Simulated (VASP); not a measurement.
## Y: single point with r2SCAN+D3(BJ)

The system is Y.

```
CELL_PARAMETERS angstrom
0.00000 3.39390 3.39390
3.39390 0.00000 3.39390
3.39390 3.39390 0.00000
ATOMIC_POSITIONS crystal
Y 0.00000 0.00000 0.00000
Y 0.25000 0.25000 0.25000
```

This isn't the form of Y at room conditions, which is hcp.

| Item | Value |
| --- | --- |
| Program | VASP 6.6.1 |
| Task | single point |
| Functional | r2SCAN |
| Dispersion | D3(BJ) |
| Potentials or basis | VASP PAW PBE potentials, release 64 (Y_sv) |
| Cutoff | 550 eV |
| k mesh | 6 × 6 × 6 |
| Occupations | fermi-dirac, width 0.05 eV |
| Spin | no spin polarisation |

The pressure is 0.0 GPa and the band gap on the k mesh is zero (bands 11 and 12 overlap by 0.58 eV). The dispersion energy per atom is -0.134 eV.

Levels at points of the mesh, in eV from the Fermi level:
```
           k point  band 7  band 8  band 9  band 10  band 11  band 12  band 13  band 14  band 15  band 16
(0.00, 0.00, 0.00)  -23.69  -23.69   -3.97    -0.21    -0.21     0.65     0.65     0.65     2.34     2.34
(0.50, 0.00, 0.00)  -23.58  -23.58   -1.59    -0.93    -0.22    -0.22     0.66     0.66     1.00     3.33
(0.50, 0.50, 0.00)  -23.48  -23.48   -1.34    -1.34     0.35     0.35     0.79     0.79     2.17     2.17
```

Run time: 71 s on 1 thread of Intel(R) Xeon(R) 6975P-C (Granite Rapids) (shared host), peak memory 0.27 GiB.

Caveat: the PAW data sets were made with another functional, which shifts forces and pressure a little.
